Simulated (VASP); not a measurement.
# I (Pm-3m) in VASP: notebook, part 2 of 2

VASP 6.6.1. The steps go on from the part before.

## Step 6: Relaxation of cell and atoms, PBE

This run uses another cell than the first one, of 36.72 Å³/atom.

File INCAR:

```
ALGO = Normal ; EDIFF = 1E-6
EDIFFG = -0.005 ; ENCUT = 600
GGA = PE ; IBRION = 2
ISIF = 3 ; ISMEAR = -1
LASPH = T ; LCHARG = F
LREAL = F ; LWAVE = F
NELM = 80 ; NSW = 60
PREC = Accurate ; SIGMA = 0.1
```

File KPOINTS:

```
k-points
0
Gamma
  11 11 11
```

File POSCAR:

```
I
1.0
    3.3237949540      0.0000000000      0.0000000000
    0.0000000000      3.3237949540      0.0000000000
    0.0000000000      0.0000000000      3.3237949540
I
1
Direct
    0.0000000000      0.0000000000      0.0000000000
```

Potentials or basis: VASP PAW PBE potentials, release 64 (I).

On the command line:

```sh
$ cat potpaw_PBE.64/I/POTCAR > POTCAR
$ mpirun -np 1 vasp_std > vasp.out
```

OUTCAR:

```text
EDIFF = 1E-6
   EDIFFG = -0.005
   ENCUT = 600
   GGA = PE
   IBRION = 2
   ISIF = 3
   ISMEAR = -1
   LASPH = T
   LREAL = F
   NELM = 80
   NSW = 60
   PREC = Accurate

 ion  position               nearest neighbor table
   1  0.000  0.000  0.000-

  LATTYP: Found a simple cubic cell.
 ALAT       =     3.3237949540

  Lattice vectors:

 A1 = (   3.3237949540,   0.0000000000,   0.0000000000)
 A2 = (   0.0000000000,   3.3237949540,   0.0000000000)
 A3 = (   0.0000000000,   0.0000000000,   3.3237949540)

Analysis of symmetry for initial positions (statically):
=====================================================================
 Subroutine PRICEL returns:
 Original cell was already a primitive cell.

 Routine SETGRP: Setting up the symmetry group for a
 simple cubic supercell.

 Subroutine GETGRP returns: Found 48 space group operations
 (whereof 48 operations were pure point group operations)
 out of a pool of 48 trial point group operations.

The static configuration has the point symmetry O_h .

Analysis of symmetry for dynamics (positions and initial velocities):
=====================================================================
 Subroutine PRICEL returns:
 Original cell was already a primitive cell.

 Routine SETGRP: Setting up the symmetry group for a
 simple cubic supercell.

 Subroutine GETGRP returns: Found 48 space group operations
 (whereof 48 operations were pure point group operations)
 out of a pool of 48 trial point group operations.

The dynamic configuration has the point symmetry O_h .

 Subroutine INISYM returns: Found 48 space group operations
 (whereof 48 operations are pure point group operations),
 and found     1 'primitive' translations

----------------------------------------------------------------------------------------

                                     Primitive cell

  volume of cell :      36.7200

  direct lattice vectors                    reciprocal lattice vectors
     3.323794954  0.000000000  0.000000000     0.300860918  0.000000000  0.000000000
     0.000000000  3.323794954  0.000000000     0.000000000  0.300860918  0.000000000
     0.000000000  0.000000000  3.323794954     0.000000000  0.000000000  0.300860918

  length of vectors
     3.323794954  3.323794954  3.323794954     0.300860918  0.300860918  0.300860918

  position of ions in fractional coordinates (direct lattice)
     0.000000000  0.000000000  0.000000000

  ion indices of the primitive-cell ions
   primitive index   ion index
                 1           1

----------------------------------------------------------------------------------------

 KPOINTS: k-points

[... 93 lines left out ...]
   LHFCALC =     F    Hartree Fock is set to
   AEXX    =    0.0000 exact exchange contribution
   IVDW    =     0    specifies the selected vdW correction
   LEPSILON=     F    determine dielectric tensor
   LRPA    =     F    only Hartree local field effects (RPA)
 conjugate gradient relaxation of ions
 non-spin polarized calculation
  energy-cutoff  :      600.00
  volume of cell :       36.72
 maximum number of plane-waves:      1248
 NGX is ok and might be reduce to    28
   NGX = 13   NGY = 13   NGZ = 13

--------------------------------------- Ionic step        1  -------------------------------------------

 number of electron       7.0000000 magnetization

 Free energy of the ion-electron system (eV)
  ---------------------------------------------------
  ext. energy  EPLUGINS =         0.00000000
  ---------------------------------------------------
  free energy    TOTEN  =        -1.16415203 eV

  energy without entropy =       -1.12678500  energy(sigma->0) =       -1.14546852

------------------------ aborting loop because EDIFF is reached ----------------------------------------

  FORCE on cell =-STRESS in cart. coord.  units (eV):
  Direction    XX          YY          ZZ          XY          YZ          ZX
  --------------------------------------------------------------------------------------
  -------------------------------------------------------------------------------------
  Total        0.9089055      0.9089055      0.9089055      0.0000000      0.0000000     -0.0000000
  in kB       39.6576191     39.6576191     39.6576191      0.0000000      0.0000000     -0.0000000
  external PRESSURE =      39.6576191 kB  Pullay stress =       0.0000000 kB

 VOLUME and BASIS-vectors are now :
 -----------------------------------------------------------------------------
  energy-cutoff  :      600.00
  volume of cell :       36.72
      direct lattice vectors                 reciprocal lattice vectors
     3.323794954  0.000000000  0.000000000     0.300860918  0.000000000  0.000000000
     0.000000000  3.323794954  0.000000000     0.000000000  0.300860918  0.000000000
     0.000000000  0.000000000  3.323794954     0.000000000  0.000000000  0.300860918

 POSITION                                       TOTAL-FORCE (eV/Angst)
 -----------------------------------------------------------------------------------
      0.00000      0.00000      0.00000         0.000000      0.000000      0.000000
 -----------------------------------------------------------------------------------
    total drift:                                0.000000      0.000000      0.000000

  FREE ENERGIE OF THE ION-ELECTRON SYSTEM (eV)
  ---------------------------------------------------
  free  energy   TOTEN  =        -1.1641520318 eV

  energy  without entropy=       -1.1267850038  energy(sigma->0) =       -1.14546852

--------------------------------------- Ionic step        2  -------------------------------------------

 number of electron       6.9999998 magnetization

 Free energy of the ion-electron system (eV)
  ---------------------------------------------------
  ext. energy  EPLUGINS =         0.00000000
  ---------------------------------------------------
  free energy    TOTEN  =        -1.21810749 eV

  energy without entropy =       -1.17249859  energy(sigma->0) =       -1.19530304

 E-fermi :   3.1626     XC(G=0):  -8.1395

 val. band max:        3.1514506525   @ k =   0.4545   0.0909   0.0000
 cond. band min:       3.1840998073   @ k =   0.1818   0.0000   0.0000
 fundamental gap:      0.0326491549
 Fermi energy:         3.1625985887

 k-point     1 :       0.0000    0.0000    0.0000
  band No.  band energies     occupation
      1     -10.2642      2.00000
      2       3.0122      1.63623
      3       3.0122      1.63623
      4       3.0122      1.63623
      5       8.6010      0.00000
      6       9.7663      0.00000
      7       9.7663      0.00000
[... 221 lines left out ...]
 k-point    24 :       0.2727    0.0909    0.0909
  band No.  band energies     occupation
      1      -9.7361      2.00000
      2       0.2403      2.00000
      3       2.8628      1.90496
      4       2.9076      1.85519
      5      10.3946      0.00000
      6      11.1062      0.00000
      7      12.9253      0.00000

 [... further k-points ...]

------------------------ aborting loop because EDIFF is reached ----------------------------------------

  FORCE on cell =-STRESS in cart. coord.  units (eV):
  Direction    XX          YY          ZZ          XY          YZ          ZX
  --------------------------------------------------------------------------------------
  -------------------------------------------------------------------------------------
  Total       -0.0047908     -0.0047908     -0.0047908     -0.0000000     -0.0000000      0.0000000
  in kB       -0.1837814     -0.1837814     -0.1837814     -0.0000000     -0.0000000      0.0000000
  external PRESSURE =      -0.1837814 kB  Pullay stress =       0.0000000 kB

 VOLUME and BASIS-vectors are now :
 -----------------------------------------------------------------------------
  energy-cutoff  :      600.00
  volume of cell :       41.77
      direct lattice vectors                 reciprocal lattice vectors
     3.469536759  0.000000000 -0.000000000     0.288222915 -0.000000000 -0.000000000
     0.000000000  3.469536759  0.000000000    -0.000000000  0.288222915 -0.000000000
     0.000000000  0.000000000  3.469536759     0.000000000 -0.000000000  0.288222915

 POSITION                                       TOTAL-FORCE (eV/Angst)
 -----------------------------------------------------------------------------------
      0.00000      0.00000      0.00000         0.000000      0.000000      0.000000
 -----------------------------------------------------------------------------------
    total drift:                                0.000000      0.000000      0.000000

  FREE ENERGIE OF THE ION-ELECTRON SYSTEM (eV)
  ---------------------------------------------------
  free  energy   TOTEN  =        -1.2181074925 eV

  energy  without entropy=       -1.1724985866  energy(sigma->0) =       -1.19530304

 reached required accuracy - stopping structural energy minimisation
```

Wall time 53 s (1 thread of Intel Xeon 8259CL, shared host); peak memory 0.16 GiB.

Results:

```
Free energy                           : -1.2181 eV
Relaxed volume                        : 41.77 Å³/atom
Relaxed cell                          : a = 3.470 Å, b = 3.470 Å, c = 3.470 Å, α = 90.00°, β = 90.00°, γ = 90.00°
Space group after relaxing (to 0.1 Å) : Pm-3m (No. 221)
Energy gained by relaxing             : 54.0 meV/atom
Ionic steps                           : 2
Pressure after relaxing               : 0.0 GPa
Band gap on the k mesh                : zero (an odd number of electrons rules out a gap without spin polarisation)
```

The path:
| step | energy change (eV) | largest force (eV/Å) | pressure (GPa) | volume (Å³) |
| --- | --- | --- | --- | --- |
| 1 | 0.0000 | 0.0000 | 3.97 | 36.72 |
| 2 | -0.0540 | 0.0000 | -0.02 | 41.77 |

Final structure:
```cif
data_structure
_symmetry_space_group_name_H-M 'P 1'
_symmetry_Int_Tables_number 1
_cell_length_a 3.4695
_cell_length_b 3.4695
_cell_length_c 3.4695
_cell_angle_alpha 90.000
_cell_angle_beta 90.000
_cell_angle_gamma 90.000
_cell_volume 41.77
loop_
_atom_site_label
_atom_site_type_symbol
_atom_site_fract_x
_atom_site_fract_y
_atom_site_fract_z
_atom_site_occupancy
I1 I 0.00000 0.00000 0.00000 1
```

Caveat: spin-orbit coupling is left out, which moves the levels of the heavy elements; an odd number of electrons without spin polarisation forces a metal; a magnetic or distorted state may lie lower.

## Step 7: Summary

```csv
task,cell,cutoff (eV),gap on the mesh (eV),pressure (GPa)
single point,"a = 3.194 Å, 1 atom",520,none,10.6
single point,"a = 3.325 Å, 1 atom",520,none,3.9
single point,"a = 3.470 Å, 1 atom",520,none,0.0
relaxation of cell and atoms,"relaxed from a = 3.324 Å, 1 atom",600,none,0.0
```

Alike in all rows: level PBE; potentials or basis VASP PAW PBE potentials, release 64 (I); no spin polarisation; k mesh 11 × 11 × 11; smearing fermi-dirac 0.1 eV.

Caveats: spin-orbit coupling is left out, which moves the levels of the heavy elements; an odd number of electrons without spin polarisation forces a metal; a magnetic or distorted state may lie lower; the cell stands under pressure (at least some runs).

Absolute energies hang on the potentials; compare differences alone.
